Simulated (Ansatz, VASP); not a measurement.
## MgO in VASP and in Ansatz

```
Mg O
1.0
     2.12763    0.00000    0.00000
     0.00000    2.12763    0.00000
     0.00000    0.00000    2.12763
Mg O
1 1
Direct
  0.00000 0.00000 0.00000
  0.50000 0.50000 0.50000
```

Alike in both runs: task single point; functional PBE; k mesh 12 × 12 × 12; no spin polarisation.

```csv
,VASP,Ansatz
version,VASP 6.6.1,Ansatz 0.2.0
potentials or method,"VASP PAW PBE potentials, release 64 (Mg, O), cutoff 600 eV","scalar-relativistic, plane waves, PAW"
occupations,"gaussian, width 0.01 eV",fixed
valence electrons in the cell,8,16
```

|  | VASP | Ansatz | Ansatz less VASP |
| --- | --- | --- | --- |
| gap on the k mesh at the Fermi level (eV) | 7.35 | 7.32 | -0.027 |
| least direct gap on the mesh (eV) | 7.35 | 7.32 | -0.027 |

VASP's potentials hold 8 valence electrons a cell and Ansatz's 16, so a difference there can come from the potentials and not from the codes.
